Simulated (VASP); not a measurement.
Write the native input for VASP 6.6.1 that does the following.

* Task: single point
* Functional: r2SCAN
* Potentials or basis: VASP PAW PBE potentials, release 64 (Ag)
* Cutoff: 520 eV
* k mesh: 26 × 26 × 26
* Occupations: gaussian, width 0.15 eV
* Spin: no spin polarisation
* Dipole correction: no
* Further INCAR settings: ALGO = Normal; EDIFF = 1e-07; NBANDS = 12

Ag:

```
Ag
1.0
    -1.59341    1.59341    1.67512
     1.59341   -1.59341    1.67512
     1.59341    1.59341   -1.67512
Ag
1
Direct
  0.00000 0.00000 0.00000
```

This cell differs from its parent crystal: strain -0.025 along x and y, +0.025 along z.

These files were run (other wordings do the same):

POSCAR

```
Ag
1.0
   -1.5934109572      1.5934109572      1.6751243396
    1.5934109572     -1.5934109572      1.6751243396
    1.5934109572      1.5934109572     -1.6751243396
Ag
1
Direct
    0.0000000000      0.0000000000      0.0000000000
```

INCAR.step1

```
ALGO = Normal ; EDIFF = 1E-4
ENCUT = 520 ; GGA = PE
ISMEAR = 0 ; LASPH = True
LCHARG = False ; LREAL = False
LWAVE = True ; NBANDS = 12
NELM = 60 ; PREC = Accurate
SIGMA = 0.15
```

INCAR.step2

```
ALGO = Normal ; EDIFF = 1E-7
ENCUT = 520 ; ISIF = 2
ISMEAR = 0 ; ISTART = 1
LASPH = True ; LCHARG = False
LMIXTAU = True ; LREAL = False
LWAVE = False ; METAGGA = R2SCAN
NBANDS = 12 ; NELM = 60
PREC = Accurate ; SIGMA = 0.15
```

KPOINTS

```
k-points
0
Gamma
  26 26 26
```

Potentials or basis: VASP PAW PBE potentials, release 64 (Ag).

Run with:

```bash
$ cat potpaw_PBE.64/Ag/POTCAR > POTCAR
$ cp INCAR.step1 INCAR
$ mpirun -np 1 vasp_std > vasp.out
$ cp INCAR.step2 INCAR
$ mpirun -np 1 vasp_std > vasp.out
```

Results of the run:

```json
{"Pressure": "2.7 GPa", "Band gap on the k mesh": "zero (an odd number of electrons rules out a gap without spin polarisation)"}
```

Caveat: the cell differs from its parent crystal (strain -0.025 along x and y, +0.025 along z); the PAW data sets were made with another functional, which shifts forces and pressure a little.

Wall time 32 min on 1 thread of Oxide Virtual Turin-like Processor, with other jobs on the host, peak memory 0.34 GiB.
